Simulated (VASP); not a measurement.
# GdB (Fm-3m) in VASP: a series of runs

Runs on GdB. Level: PBE+U. Tasks: single point.

Program: VASP 6.6.1. These are calculated values, not measurements. Logs are shortened: lines on timing, memory, paths and dates and some standing lists are left out, and cuts for length are marked.

## (1) The cell of the first run

It takes space group Fm-3m (No. 225, cubic). Conventional cell: a = 5.384 Å, b = 5.384 Å, c = 5.384 Å, α = 90.00°, β = 90.00°, γ = 90.00°. Within 3.5 Å of Gd (site symmetry m-3m) lie 6 B at 2.69 Å. B (site symmetry m-3m) has 6 Gd at 2.69 Å within 3.5 Å.

## (2) Single point, PBE+U, collinear spin, ferromagnetic start (19.51 Å³/atom)

Input file INCAR:

```
  ALGO = Normal
  EDIFF = 1E-6
  ENCUT = 520
  GGA = PE
  ISIF = 2
  ISMEAR = 0
  ISPIN = 2
  LASPH = T
  LCHARG = F
  LDAU = T
  LDAUJ = 0 0
  LDAUL = 3 -1
  LDAUPRINT = 1
  LDAUTYPE = 2
  LDAUU = 6 0
  LMAXMIX = 6
  LORBIT = 11
  LREAL = F
  LWAVE = F
  MAGMOM = 7.86 0.41
  NBANDS = 22
  NELM = 150
  PREC = Accurate
  SIGMA = 0.05
```

Input file KPOINTS:

```
k-points
0
Gamma
  10 10 10
```

Input file POSCAR:

```
GdB
1.0
    0.0000000000      2.6918508031      2.6918508031
    2.6918508031      0.0000000000      2.6918508031
    2.6918508031      2.6918508031      0.0000000000
Gd B
1 1
Direct
    0.5000000000      0.5000000000      0.5000000000
    0.0000000000      0.0000000000      0.0000000000
```

Potentials or basis: VASP PAW PBE potentials, release 64 (Gd, B).

Launch:

```sh
> cat potpaw_PBE.64/Gd/POTCAR potpaw_PBE.64/B/POTCAR > POTCAR
> mpirun -np 1 vasp_std > vasp.out
```

OUTCAR:

```text
EDIFF = 1E-6
   ENCUT = 520
   GGA = PE
   ISIF = 2
   ISMEAR = 0
   ISPIN = 2
   LASPH = T
   LORBIT = 11
   LREAL = F
   NELM = 150
   PREC = Accurate

 ion  position               nearest neighbor table
   1  0.500  0.500  0.500-   2 2.69   2 2.69   2 2.69   2 2.69   2 2.69   2 2.69
   2  0.000  0.000  0.000-   1 2.69   1 2.69   1 2.69   1 2.69   1 2.69   1 2.69

  LATTYP: Found a face centered cubic cell.
 ALAT       =     5.3837016062

  Lattice vectors:

 A1 = (   0.0000000000,   2.6918508031,   2.6918508031)
 A2 = (   2.6918508031,   0.0000000000,   2.6918508031)
 A3 = (   2.6918508031,   2.6918508031,   0.0000000000)

Analysis of symmetry for initial positions (statically):
=====================================================================
 Subroutine PRICEL returns:
 Original cell was already a primitive cell.

 Routine SETGRP: Setting up the symmetry group for a
 face centered cubic supercell.

 Subroutine GETGRP returns: Found 48 space group operations
 (whereof 48 operations were pure point group operations)
 out of a pool of 48 trial point group operations.

The static configuration has the point symmetry O_h .

Analysis of symmetry for dynamics (positions and initial velocities):
=====================================================================
 Subroutine PRICEL returns:
 Original cell was already a primitive cell.

 Routine SETGRP: Setting up the symmetry group for a
 face centered cubic supercell.

 Subroutine GETGRP returns: Found 48 space group operations
 (whereof 48 operations were pure point group operations)
 out of a pool of 48 trial point group operations.

The dynamic configuration has the point symmetry O_h .

Analysis of structural, dynamic, and magnetic symmetry:
[... 186 lines left out ...]
  o =  0.9895  v = -0.7906  0.0000 -0.6124 -0.0001 -0.0004  0.0000  0.0005  0.0000  0.0000  0.0000  0.0000  0.0000  0.0000  0.0000      0.0000  0.0000  0.0000  0.0000  0.0000  0.0000  0.0000  0.0000  0.0000  0.0000  0.0000  0.0000  0.0000  0.0000
  o =  0.9895  v = -0.0005 -0.0000 -0.0004  0.0308  0.6121 -0.0000 -0.7902  0.0000  0.0000  0.0000  0.0000  0.0000  0.0000  0.0000      0.0000  0.0000  0.0000  0.0000  0.0000  0.0000  0.0000  0.0000  0.0000  0.0000  0.0000  0.0000  0.0000  0.0000
  o =  0.9895  v = -0.0001  0.0000 -0.0000  0.9995 -0.0189 -0.0000  0.0244  0.0000  0.0000  0.0000  0.0000  0.0000  0.0000  0.0000      0.0000  0.0000  0.0000  0.0000  0.0000  0.0000  0.0000  0.0000  0.0000  0.0000  0.0000  0.0000  0.0000  0.0000
  o =  0.9898  v = -0.0000  0.0000  0.0000  0.0000  0.0061  1.0000  0.0048  0.0000  0.0000  0.0000  0.0000  0.0000  0.0000  0.0000      0.0000  0.0000  0.0000  0.0000  0.0000  0.0000  0.0000  0.0000  0.0000  0.0000  0.0000  0.0000  0.0000  0.0000
  o =  0.9898  v =  0.6124  0.0000 -0.7906  0.0000  0.0000  0.0000  0.0000  0.0000  0.0000  0.0000  0.0000  0.0000  0.0000  0.0000      0.0000  0.0000  0.0000  0.0000  0.0000  0.0000  0.0000  0.0000  0.0000  0.0000  0.0000  0.0000  0.0000  0.0000
  o =  0.9898  v =  0.0000 -0.0000 -0.0000 -0.0000 -0.7905  0.0078 -0.6124  0.0000  0.0000  0.0000  0.0000  0.0000  0.0000  0.0000      0.0000  0.0000  0.0000  0.0000  0.0000  0.0000  0.0000  0.0000  0.0000  0.0000  0.0000  0.0000  0.0000  0.0000
  o =  0.9902  v = -0.0000  1.0000  0.0000 -0.0000 -0.0000 -0.0000 -0.0000  0.0000  0.0000  0.0000  0.0000  0.0000  0.0000  0.0000      0.0000  0.0000  0.0000  0.0000  0.0000  0.0000  0.0000  0.0000  0.0000  0.0000  0.0000  0.0000  0.0000  0.0000

 number of electron      20.9999993 magnetization       8.0749310

 Free energy of the ion-electron system (eV)
  ---------------------------------------------------
  ext. energy  EPLUGINS =         0.00000000
  ---------------------------------------------------
  free energy    TOTEN  =       -17.33602658 eV

  energy without entropy =      -17.33148438  energy(sigma->0) =      -17.33375548

 E-fermi :   2.8283     XC(G=0): -10.5594

 val. band max:        2.8115142282   @ k =  -0.3000   0.5000   0.2000
 cond. band min:       2.8291869836   @ k =  -0.2000   0.1000   0.0000
 fundamental gap:      0.0176727554
 Fermi energy:         2.8282954193

 spin component 1

 k-point     1 :       0.0000    0.0000    0.0000
  band No.  band energies     occupation
      1     -41.3780      1.00000
      2     -18.5576      1.00000
      3     -18.5576      1.00000
      4     -18.5576      1.00000
      5      -4.9552      1.00000
      6      -3.9985      1.00000
[... 1193 lines left out ...]
     21      13.9162      0.00000
     22      14.8585      0.00000

 [... further k-points ...]

------------------------ aborting loop because EDIFF is reached ----------------------------------------

  FORCE on cell =-STRESS in cart. coord.  units (eV):
  Direction    XX          YY          ZZ          XY          YZ          ZX
  --------------------------------------------------------------------------------------
  -------------------------------------------------------------------------------------
  Total        0.4273745      0.4273745      0.4273745     -0.0000000     -0.0000000      0.0000000
  in kB       17.5523905     17.5523905     17.5523905     -0.0000000     -0.0000000      0.0000000
  external PRESSURE =      17.5523905 kB  Pullay stress =       0.0000000 kB

 VOLUME and BASIS-vectors are now :
 -----------------------------------------------------------------------------
  energy-cutoff  :      520.00
  volume of cell :       39.01
      direct lattice vectors                 reciprocal lattice vectors
     0.000000000  2.691850803  2.691850803    -0.185745807  0.185745807  0.185745807
     2.691850803  0.000000000  2.691850803     0.185745807 -0.185745807  0.185745807
     2.691850803  2.691850803  0.000000000     0.185745807  0.185745807 -0.185745807

 POSITION                                       TOTAL-FORCE (eV/Angst)
 -----------------------------------------------------------------------------------
      2.69185      2.69185      2.69185         0.000000     -0.000000     -0.000000
      0.00000      0.00000      0.00000        -0.000000      0.000000      0.000000
 -----------------------------------------------------------------------------------
    total drift:                                0.000000      0.000000      0.000000

  FREE ENERGIE OF THE ION-ELECTRON SYSTEM (eV)
  ---------------------------------------------------
  free  energy   TOTEN  =       -17.3360265814 eV

  energy  without entropy=      -17.3314843776  energy(sigma->0) =      -17.33375548

 total charge

# of ion       s       p       d       f       tot
--------------------------------------------------
    1        2.045   5.624   0.592   6.934  15.195
    2        0.781   0.863   0.000   0.000   1.644
--------------------------------------------------
tot          2.826   6.487   0.592   6.934  16.840

 magnetization (x)

# of ion       s       p       d       f       tot
--------------------------------------------------
    1       -0.005  -0.058   0.206   6.911   7.054
    2       -0.003   0.226   0.000   0.000   0.223
--------------------------------------------------
tot         -0.008   0.168   0.206   6.911   7.277
```

stdout:

```text
POSCAR found type information on POSCAR GdB
 POSCAR found :  2 types and       2 ions
 scaLAPACK will be used
 LDA part: xc-table for (Slater+PW92), standard interpolation
 POSCAR, INCAR and KPOINTS ok, starting setup
 FFT: planning ... GRIDC
 FFT: planning ... GRID_SOFT
 FFT: planning ... GRID
 WAVECAR not read
 entering main loop
```

It took 81 s on 1 thread of AMD EPYC 9R45 (Zen 5), shared host; peak memory 0.2 GiB.

Results:

```yaml
Free_energy: -17.3360 eV
Pressure: 1.8 GPa
Net_moment: 8.07 μB per cell
Site_moments: Gd +7.05; B +0.22 μB
Valence_electrons_inside_the_program's_atomic_spheres: Gd 15.20; B 1.64
```

Eigenvalues of the final occupation matrices:
```csv
site,spin,trace,eigenvalues
site 1 f,1,6.93,0.99 0.99 0.99 0.99 0.99 0.99 0.99
site 1 f,2,0.01,0.00 0.00 0.00 0.00 0.00 0.00 0.00
```

Caveat: spin-orbit coupling is left out, which moves the levels of the heavy elements; a cell with one magnetic atom can't hold antiferromagnetic order, which such compounds often take. The state reached can hang on the start; a lower one may exist.

## (3) Single point, PBE+U, collinear spin, ferromagnetic start (19.90 Å³/atom)

This run uses another cell than the first one, of 19.90 Å³/atom.

Input file INCAR:

```
SYSTEM = GdB
ALGO = Normal
EDIFF = 1E-6
ENCUT = 520
GGA = PE
ISIF = 2
ISMEAR = 0
ISPIN = 2
LASPH = .True.
LCHARG = .True.
LDAU = .True.
LDAUJ = 0 0
LDAUL = 3 -1
LDAUPRINT = 1
LDAUTYPE = 2
LDAUU = 6 0
LELF = .True.
LMAXMIX = 6
LORBIT = 11
LREAL = .False.
LVHAR = .True.
LWAVE = .False.
MAGMOM = 7.86 0.41
NBANDS = 22
NELM = 150
PREC = Accurate
SIGMA = 0.05
```

Input file KPOINTS:

```
k-points
0
Gamma
  10 10 10
  0 0 0
```

Input file POSCAR:

```
GdB
1.0
    0.0000000000      2.7100395359      2.7100395359
    2.7100395359      0.0000000000      2.7100395359
    2.7100395359      2.7100395359      0.0000000000
Gd B
1 1
Direct
    0.5000000000      0.5000000000      0.5000000000
    0.0000000000      0.0000000000      0.0000000000
```

Potentials or basis: VASP PAW PBE potentials, release 64 (Gd, B).

Launch:

```sh
> cat potpaw_PBE.64/Gd/POTCAR potpaw_PBE.64/B/POTCAR > POTCAR
> mpirun -np 1 vasp_std > vasp.out
```

Wall time 1.7 min (1 thread of AMD EPYC 9R45 (Zen 5), shared host); peak memory 0.21 GiB.

Results (log left out):

| Quantity | Value |
| --- | --- |
| Free energy | -17.3414 eV |
| Pressure | 0.3 GPa |
| Net moment | 8.05 μB per cell |
| Site moments | Gd +7.05; B +0.22 μB |
| Valence electrons inside the program's atomic spheres | Gd 15.18; B 1.63 |

Levels at points of the mesh, in eV from the Fermi level:
Spin up:
```csv
k point,band 13,band 14,band 15,band 16,band 17,band 18
"(0.00, 0.00, 0.00)",1.99,1.99,1.99,2.24,2.24,2.24
"(0.50, 0.00, 0.00)",-3.45,-1.07,-1.07,4.95,4.95,5.46
"(0.50, 0.50, 0.00)",-0.85,-0.33,1.26,1.26,4.78,5.96
```
Spin down:
```
           k point  band 3  band 4  band 5  band 6  band 7  band 8  band 9  band 10
(0.00, 0.00, 0.00)  -19.07  -19.07   -6.96    2.22    2.22    2.22    2.99     2.99
(0.50, 0.00, 0.00)  -19.13  -19.13   -3.96   -2.68   -0.26   -0.26    3.96     4.30
(0.50, 0.50, 0.00)  -19.27  -19.27   -5.48    0.05    0.51    1.70    1.70     4.38
```

Eigenvalues of the final occupation matrices:
```csv
site,spin,trace,eigenvalues
site 1 f,1,6.93,0.99 0.99 0.99 0.99 0.99 0.99 0.99
site 1 f,2,0.01,0.00 0.00 0.00 0.00 0.00 0.00 0.00
```

Caveat: spin-orbit coupling is left out, which moves the levels of the heavy elements; a cell with one magnetic atom can't hold antiferromagnetic order, which such compounds often take. The state reached can hang on the start; a lower one may exist.
